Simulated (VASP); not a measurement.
# LaY4F (P4/mmm) in VASP: a series of runs

Runs on LaY4F. Level: PBE. Tasks: single point.

Everything below comes from runs of VASP 6.6.1. Logs are shortened: lines on timing, memory, paths and dates and some standing lists are left out, and cuts for length are marked.

### 1 The cell of the first run

It takes space group P4/mmm (No. 123, tetragonal). The conventional cell has a = 5.330 Å, b = 5.330 Å, c = 4.727 Å, α = 90.00°, β = 90.00°, γ = 90.00°. La (site symmetry 4/mmm) has 2 F at 2.36 Å and 8 Y at 3.00 Å within 3.1 Å. Y (site symmetry m2m) has 1 F at 1.84 Å within 2.4 Å. Within 2.4 Å of F (site symmetry 4/mmm) lie 4 Y at 1.84 Å and 2 La at 2.36 Å.

The cell was generated, and may not be a known phase.

### 2 Single point, PBE

INCAR reads:

```
  PREC = Accurate
  ENCUT = 520
  EDIFF = 1E-6
  ISMEAR = 0
  SIGMA = 0.1
  LREAL = F
  LASPH = T
  NELM = 100
  ALGO = Normal
  ISIF = 2
  LWAVE = F
  LCHARG = T
  GGA = PE
  LELF = T
  LVHAR = T
  NBANDS = 40
```

KPOINTS reads:

```
regular mesh
0
Gamma
  4 4 4
```

POSCAR reads:

```
LaY4F
1.0
    5.3303078700      0.0000000000      0.0000000000
    0.0000000000      5.3303078700      0.0000000000
    0.0000000000      0.0000000000      4.7268566700
La Y F
1 4 1
Direct
    0.5000000000      0.5000000000      0.5000000000
    0.2554653300      0.2554653300      0.0000000000
    0.7445346700      0.7445346700      0.0000000000
    0.7445346700      0.2554653300      0.0000000000
    0.2554653300      0.7445346700      0.0000000000
    0.5000000000      0.5000000000      0.0000000000
```

Potentials or basis: VASP PAW PBE potentials, release 64 (La, Y_sv, F).

Launch:

```bash
$ cat potpaw_PBE.64/La/POTCAR potpaw_PBE.64/Y_sv/POTCAR potpaw_PBE.64/F/POTCAR > POTCAR
$ mpirun -np 1 vasp_std > vasp.out
```

OUTCAR:

```text
PREC = Accurate
   ENCUT = 520
   EDIFF = 1E-6
   ISMEAR = 0
   LREAL = F
   LASPH = T
   NELM = 100
   ISIF = 2
   GGA = PE

 ion  position               nearest neighbor table
   1  0.500  0.500  0.500-   6 2.36   6 2.36   4 3.00   5 3.00   2 3.00   2 3.00   3 3.00   4 3.00
                             5 3.00   3 3.00
   2  0.255  0.255  0.000-   6 1.84   5 2.61   4 2.61   5 2.72   4 2.72   1 3.00   1 3.00   3 3.69
                             3 3.77   3 3.77   3 3.85
   3  0.745  0.745  0.000-   6 1.84   5 2.61   4 2.61   4 2.72   5 2.72   1 3.00   1 3.00   2 3.69
                             2 3.77   2 3.77   2 3.85
   4  0.745  0.255  0.000-   6 1.84   3 2.61   2 2.61   2 2.72   3 2.72   1 3.00   1 3.00   5 3.69
                             5 3.77   5 3.77   5 3.85
   5  0.255  0.745  0.000-   6 1.84   3 2.61   2 2.61   2 2.72   3 2.72   1 3.00   1 3.00   4 3.69
                             4 3.77   4 3.77   4 3.85
   6  0.500  0.500  0.000-   2 1.84   3 1.84   4 1.84   5 1.84   1 2.36   1 2.36

  LATTYP: Found a simple tetragonal cell.
 ALAT       =     5.3303078700
 C/A-ratio  =     0.8867886781

  Lattice vectors:

 A1 = (   5.3303078700,   0.0000000000,   0.0000000000)
 A2 = (   0.0000000000,   5.3303078700,   0.0000000000)
 A3 = (   0.0000000000,   0.0000000000,   4.7268566700)

Analysis of symmetry for initial positions (statically):
=====================================================================
 Subroutine PRICEL returns:
 Original cell was already a primitive cell.

 Routine SETGRP: Setting up the symmetry group for a
 simple tetragonal supercell.

 Subroutine GETGRP returns: Found 16 space group operations
 (whereof 16 operations were pure point group operations)
 out of a pool of 16 trial point group operations.

The static configuration has the point symmetry D_4h.

Analysis of symmetry for dynamics (positions and initial velocities):
=====================================================================
 Subroutine PRICEL returns:
 Original cell was already a primitive cell.

 Routine SETGRP: Setting up the symmetry group for a
 simple tetragonal supercell.

 Subroutine GETGRP returns: Found 16 space group operations
 (whereof 16 operations were pure point group operations)
 out of a pool of 16 trial point group operations.

The dynamic configuration has the point symmetry D_4h.

 Subroutine INISYM returns: Found 16 space group operations
 (whereof 16 operations are pure point group operations),
 and found     1 'primitive' translations

[... 91 lines left out ...]
   LSORBIT =      F    spin-orbit coupling
   LASPH  =      T    aspherical Exc in radial PAW
   ENCUT  =  520.0 eV  38.22 Ry    6.18 a.u.   9.91  9.91  8.79*2*pi/ulx,y,z
   NELM   =    100;   NELMIN=  2; NELMDL= -5     # of ELM steps
   EDIFF  = 0.1E-05   stopping-criterion for ELM
   LREAL  =      F    real-space projection
[... 7 lines left out ...]
   TEBEG  =    0.0;   TEEND  =   0.0 temperature during run
   PSTRESS=    0.0 pullay stress
   NELECT =      62.0000    total number of electrons
   NUPDOWN=      -1.0000    fix difference up-down
   EMIN   =  10.00;   EMAX   =-10.00  energy-range for DOS
   EFERMI =   0.00;   METHOD = LEGACY
   ISMEAR =     0;   SIGMA  =   0.10  broadening in eV -4-tet -1-fermi 0-gaus
   EFERMI_NEDOS =   21; number of points for ismear=-14 and -15
   IALGO  =     38    algorithm
   IMIX   =      4    mixing-type and parameters
     AMIX     =   0.40;   BMIX     =  1.00
     AMIX_MAG =   1.60;   BMIX_MAG =  1.00
  volume/ion in A,a.u.               =      22.38       151.05
  Fermi-wavevector in a.u.,A,eV,Ry     =   1.265260  2.390994 21.781328  1.600882
  Thomas-Fermi vector in A             =   2.398522
   LORBIT       =      0    0 simple, 1 ext, 2 COOP (PROOUT), +10 PAW based schemes
   GGA     = PE    functional components
   LHFCALC =     F    Hartree Fock is set to
   AEXX    =    0.0000 exact exchange contribution
   IVDW    =     0    specifies the selected vdW correction
   LEPSILON=     F    determine dielectric tensor
   LRPA    =     F    only Hartree local field effects (RPA)
 non-spin polarized calculation
 Gauss-broadening in eV      SIGMA  =   0.10
  energy-cutoff  :      520.00
  volume of cell :      134.30
 maximum number of plane-waves:      3644
 NGX is ok and might be reduce to    40
   NGX = 19   NGY = 19   NGZ = 17

 number of electron      61.9999982 magnetization

 Free energy of the ion-electron system (eV)
  ---------------------------------------------------
  ext. energy  EPLUGINS =         0.00000000
  ---------------------------------------------------
  free energy    TOTEN  =       -18.27940429 eV

  energy without entropy =      -18.24984774  energy(sigma->0) =      -18.26462602

 E-fermi :   5.7596     XC(G=0): -10.2836

 val. band max:        5.6978426819   @ k =   0.2500   0.0000   0.5000
 cond. band min:       5.7808472650   @ k =   0.2500   0.2500   0.2500
 fundamental gap:      0.0830045831
 Fermi energy:         5.7595534440

 k-point     1 :       0.0000    0.0000    0.0000
  band No.  band energies     occupation
      1     -37.6147      2.00000
      2     -36.6883      2.00000
      3     -36.6883      2.00000
      4     -36.0525      2.00000
      5     -28.3793      2.00000
      6     -26.4179      2.00000
[... 763 lines left out ...]
     39       7.8130      0.00000
     40       8.0152      0.00000

------------------------ aborting loop because EDIFF is reached ----------------------------------------

  FORCE on cell =-STRESS in cart. coord.  units (eV):
  Direction    XX          YY          ZZ          XY          YZ          ZX
  --------------------------------------------------------------------------------------
  -------------------------------------------------------------------------------------
  Total       60.0750530     60.0750530     16.3099851      0.0000000      0.0000000     -0.0000000
  in kB      716.6840242    716.6840242    194.5750387      0.0000000      0.0000000     -0.0000000
  external PRESSURE =     542.6476957 kB  Pullay stress =       0.0000000 kB

 VOLUME and BASIS-vectors are now :
 -----------------------------------------------------------------------------
  energy-cutoff  :      520.00
  volume of cell :      134.30
      direct lattice vectors                 reciprocal lattice vectors
     5.330307870  0.000000000  0.000000000     0.187606424  0.000000000  0.000000000
     0.000000000  5.330307870  0.000000000     0.000000000  0.187606424  0.000000000
     0.000000000  0.000000000  4.726856670     0.000000000  0.000000000  0.211557081

 POSITION                                       TOTAL-FORCE (eV/Angst)
 -----------------------------------------------------------------------------------
      2.66515      2.66515      2.36343         0.000000      0.000000     -0.000000
      1.36171      1.36171      0.00000        -8.010343     -8.010343     -0.000000
      3.96860      3.96860      0.00000         8.010343      8.010343      0.000000
      3.96860      1.36171      0.00000         8.010343     -8.010343      0.000000
      1.36171      3.96860      0.00000        -8.010343      8.010343     -0.000000
      2.66515      2.66515      0.00000         0.000000      0.000000     -0.000000
 -----------------------------------------------------------------------------------
    total drift:                                0.000000      0.000000     -0.000000

  FREE ENERGIE OF THE ION-ELECTRON SYSTEM (eV)
  ---------------------------------------------------
  free  energy   TOTEN  =       -18.2794042874 eV

  energy  without entropy=      -18.2498477428  energy(sigma->0) =      -18.26462602
```

OSZICAR:

```text
N       E                     dE             d eps       ncg     rms          rms(c)
DAV:   1     0.764447186856E+03    0.76445E+03   -0.27718E+04  1496   0.194E+03
DAV:   2     0.856231942966E+02   -0.67882E+03   -0.63498E+03  1760   0.490E+02
DAV:   3    -0.872188410813E+01   -0.94345E+02   -0.89115E+02  1992   0.164E+02
DAV:   4    -0.200364105288E+02   -0.11315E+02   -0.10863E+02  2800   0.432E+01
DAV:   5    -0.210547735733E+02   -0.10184E+01   -0.99083E+00  2384   0.120E+01    0.982E+01
DAV:   6    -0.184562291814E+02    0.25985E+01   -0.29779E+01  2216   0.354E+01    0.664E+01
DAV:   7    -0.190915469302E+02   -0.63532E+00   -0.16539E+01  2336   0.192E+01    0.170E+01
DAV:   8    -0.183104620900E+02    0.78108E+00   -0.98351E+00  2424   0.177E+01    0.508E+00
DAV:   9    -0.182954884068E+02    0.14974E-01   -0.89156E-01  2448   0.527E+00    0.185E+00
DAV:  10    -0.182837917316E+02    0.11697E-01   -0.65886E-02  2216   0.139E+00    0.127E+00
DAV:  11    -0.182814693519E+02    0.23224E-02   -0.74392E-02  2288   0.182E+00    0.399E-01
DAV:  12    -0.182793096261E+02    0.21597E-02   -0.17264E-02  2088   0.857E-01    0.165E-01
DAV:  13    -0.182794485469E+02   -0.13892E-03   -0.18861E-03  2440   0.247E-01    0.683E-02
DAV:  14    -0.182794034549E+02    0.45092E-04   -0.50652E-04  2056   0.137E-01    0.305E-02
DAV:  15    -0.182794053114E+02   -0.18565E-05   -0.37995E-05  2416   0.344E-02    0.111E-02
DAV:  16    -0.182794039376E+02    0.13739E-05   -0.11436E-05  1840   0.211E-02    0.337E-03
DAV:  17    -0.182794042874E+02   -0.34982E-06   -0.90721E-07  1320   0.698E-03
   1 F= -.18279404E+02 E0= -.18264626E+02  d E =-.295565E-01
```

stdout:

```text
POSCAR found type information on POSCAR LaY F
 POSCAR found :  3 types and       6 ions
 scaLAPACK will be used
 LDA part: xc-table for (Slater+PW92), standard interpolation
 POSCAR, INCAR and KPOINTS ok, starting setup
 FFT: planning ... GRIDC
 FFT: planning ... GRID_SOFT
 FFT: planning ... GRID
 WAVECAR not read
 entering main loop
```

Wall time 72 s (1 thread of Intel Xeon 6975P-C (Granite Rapids), shared host); peak memory 0.3 GiB.

What came out:

```
Free energy            : -18.2794 eV
Pressure               : 54.3 GPa
Largest force          : 11.328 eV/Å
Band gap on the k mesh : zero (bands 31 and 32 overlap by 0.78 eV)
```

Forces on the atoms (eV/Å):
```
La   0.000  0.000  0.000
Y   -8.010 -8.010  0.000
Y    8.010  8.010  0.000
Y    8.010 -8.010  0.000
Y   -8.010  8.010  0.000
F    0.000  0.000  0.000
```

Levels at points of the mesh, in eV from the Fermi level:
```csv
k point,band 28,band 29,band 30,band 31,band 32,band 33,band 34,band 35
"(0.00, 0.00, 0.00)",-1.66,-1.66,-1.66,-0.23,0.08,0.37,0.38,0.57
"(0.50, 0.00, 0.00)",-1.14,-1.02,-0.79,-0.63,-0.35,0.40,0.79,0.81
"(0.50, 0.50, 0.00)",-0.53,-0.53,-0.15,0.27,0.78,0.98,1.00,1.41
"(0.00, 0.00, 0.50)",-1.52,-0.51,-0.49,-0.49,-0.31,-0.31,0.38,0.90
"(0.50, 0.00, 0.50)",-1.53,-0.73,-0.41,-0.17,0.28,0.79,0.94,1.38
"(0.50, 0.50, 0.50)",-0.50,-0.37,-0.37,0.11,0.69,0.69,0.77,0.77
```

Caveat: the stress differs along the axes, from 19 to 72 GPa; spin-orbit coupling is left out, which moves the levels of the heavy elements; forces of over 1 eV/Å act on the atoms, so gaps and moduli don't describe the material at rest.

### 3 Single point, PBE

This run uses another cell than the first one, of 38.28 Å³/atom.

INCAR reads:

```
SYSTEM = LaY4F
PREC = Accurate
ENCUT = 520
EDIFF = 1E-6
ISMEAR = 0
SIGMA = 0.1
LREAL = .FALSE.
LASPH = .TRUE.
NELM = 60
ALGO = Normal
ISIF = 2
LWAVE = .FALSE.
LCHARG = .TRUE.
GGA = PE
LELF = .TRUE.
LVHAR = .TRUE.
NBANDS = 40
```

KPOINTS reads:

```
regular mesh
0
G
  6 6 8
  0 0 0
```

POSCAR reads:

```
LaY4F
1.0
    6.7936441530      0.0000000000      0.0000000000
    0.0000000000      6.7936441530      0.0000000000
    0.0000000000      0.0000000000      4.9765350929
La Y F
1 4 1
Direct
    0.5000000000      0.5000000000      0.5000000000
    0.2418640704      0.2418640704      0.0000000000
    0.7581359296      0.7581359296      0.0000000000
    0.7581359296      0.2418640704      0.0000000000
    0.2418640704      0.7581359296      0.0000000000
    0.5000000000      0.5000000000      0.0000000000
```

Potentials or basis: VASP PAW PBE potentials, release 64 (La, Y_sv, F).

Launch:

```bash
$ cat potpaw_PBE.64/La/POTCAR potpaw_PBE.64/Y_sv/POTCAR potpaw_PBE.64/F/POTCAR > POTCAR
$ mpirun -np 1 vasp_std > vasp.out
```

Run time: 6.8 min. Hardware: 1 thread of Intel Xeon 6975P-C (Granite Rapids), shared host; peak memory 0.66 GiB.

It converged, with:

| Property | Result |
| --- | --- |
| Free energy | -31.2017 eV |
| Pressure | 0.0 GPa |
| Largest force | 0.003 eV/Å |
| Band gap on the k mesh | zero (bands 31 and 32 overlap by 0.57 eV) |

Forces in eV/Å, atoms in the order of the input:
```
La   0.000  0.000  0.000
Y   -0.002 -0.002  0.000
Y    0.002  0.002  0.000
Y    0.002 -0.002  0.000
Y   -0.002  0.002  0.000
F    0.000  0.000  0.000
```

Levels at points of the mesh, in eV from the Fermi level:
```tsv
k point	band 28	band 29	band 30	band 31	band 32	band 33	band 34	band 35
(0.00, 0.00, 0.00)	-0.46	-0.46	-0.45	-0.45	-0.36	-0.03	0.26	0.29
(0.50, 0.00, 0.00)	-0.51	-0.47	-0.34	-0.24	0.13	0.37	0.73	0.73
(0.50, 0.50, 0.00)	-0.97	-0.37	-0.37	0.03	0.17	0.85	0.85	0.95
(0.00, 0.00, 0.50)	-0.51	-0.42	-0.39	-0.39	-0.17	0.56	0.56	0.86
(0.50, 0.00, 0.50)	-0.39	-0.06	-0.05	-0.04	0.07	0.41	0.64	0.77
(0.50, 0.50, 0.50)	-0.10	-0.09	-0.09	-0.07	0.52	0.67	0.77	0.83
```

Caveat: spin-orbit coupling is left out, which moves the levels of the heavy elements.

The gap in the log of VASP goes by the Fermi energy; the results here count the filled bands.